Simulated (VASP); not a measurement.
Write the native input for VASP 6.6.1 that does the following.

- Task: single point
- Functional: PBE
- Potentials or basis: VASP PAW PBE potentials, release 64 (O)
- Cutoff: 520 eV
- k mesh: 19 × 19 × 19
- Occupations: fermi-dirac, width 0.08 eV
- Spin: no spin polarisation
- Dipole correction: no
- Further INCAR settings: ALGO = Normal; EDIFF = 1e-06; NBANDS = 9

The structure of O lies in POSCAR:

```
O
1.0
   -1.2526940788      1.2526940788      1.2526940788
    1.2526940788     -1.2526940788      1.2526940788
    1.2526940788      1.2526940788     -1.2526940788
O
1
Direct
    0.0000000000      0.0000000000      0.0000000000
```

The input as run:

INCAR

```
SYSTEM = O
PREC = Accurate ; ENCUT = 520
EDIFF = 1E-6 ; ISMEAR = -1
SIGMA = 0.08 ; LREAL = .FALSE.
LASPH = .TRUE. ; NELM = 100
ALGO = Normal ; ISIF = 2
LWAVE = .FALSE. ; LCHARG = .FALSE.
GGA = PE ; NBANDS = 9
```

KPOINTS

```
regular mesh
0
G
  19 19 19
  0 0 0
```

Potentials or basis: VASP PAW PBE potentials, release 64 (O).

Launch:

```sh
$ cat potpaw_PBE.64/O/POTCAR > POTCAR
$ mpirun -np 1 vasp_std > vasp.out
```

It gave:

- Pressure: -2.0 GPa
- Band gap on the k mesh: zero (bands 3 and 4 overlap by 4.75 eV)

Run time: 8.5 s on 1 thread of Intel(R) Xeon(R) Platinum 8259CL CPU @ 2.50GHz (Skylake/Cascade Lake), on a shared host, peak memory 0.12 GiB.
